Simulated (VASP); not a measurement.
A run of VASP 6.6.1:

File POSCAR:

```
TiO2
1.0
    4.5940000000      0.0000000000      0.0000000000
    0.0000000000      4.5940000000      0.0000000000
    0.0000000000      0.0000000000      2.9590000000
Ti O
2 4
Direct
    0.0000000000      0.0000000000      0.0000000000
    0.5000000000      0.5000000000      0.5000000000
    0.3048000000      0.3048000000      0.0000000000
    0.6952000000      0.6952000000      0.0000000000
    0.8048000000      0.1952000000      0.5000000000
    0.1952000000      0.8048000000      0.5000000000
```

File INCAR.step1:

```
PREC = Accurate
ENCUT = 500
EDIFF = 1E-8
ISMEAR = 0
SIGMA = 0.01
LREAL = False
LASPH = True
NELM = 60
ALGO = Normal
LWAVE = True
LCHARG = False
GGA = PE
```

Contents of INCAR.step2:

```
PREC = Accurate
ENCUT = 500
EDIFF = 1E-8
ISMEAR = 0
SIGMA = 0.01
LREAL = False
LASPH = True
NELM = 1
ALGO = Exact
LWAVE = True
LCHARG = False
GGA = PE
NBANDS = 54
LOPTICS = True
ISTART = 1
```

Contents of INCAR.step3:

```
PREC = Accurate
ENCUT = 500
EDIFF = 1E-8
ISMEAR = 0
SIGMA = 0.01
LREAL = False
LASPH = True
ALGO = EVGW0
LWAVE = False
LCHARG = False
GGA = PE
NELMGW = 1
NBANDS = 54
ENCUTGW = 100.0
NOMEGA = 48
PRECFOCK = Fast
ISTART = 1
NBANDSGW = 32
```

The input KPOINTS:

```
Automatic mesh
0
Gamma
  2 2 2
```

Potentials or basis: VASP PAW PBE potentials, release 64 (Ti_sv_GW, O_GW).

Run with:

```bash
$ cat potpaw_PBE.64/Ti_sv_GW/POTCAR potpaw_PBE.64/O_GW/POTCAR > POTCAR
$ cp INCAR.step1 INCAR
$ mpirun -np 1 vasp_std > vasp.out
$ cp INCAR.step2 INCAR
$ mpirun -np 1 vasp_std > vasp.out
$ cp INCAR.step3 INCAR
$ mpirun -np 1 vasp_std > vasp.out
```

Hardware: 1 thread of Intel Xeon 8259CL (shared host).

Question: How long does it take, and how much memory?

Answer: Run time: 3.8 min on 1 thread of Intel Xeon 8259CL (shared host), peak memory 0.6 GiB. Counts: k points 6.
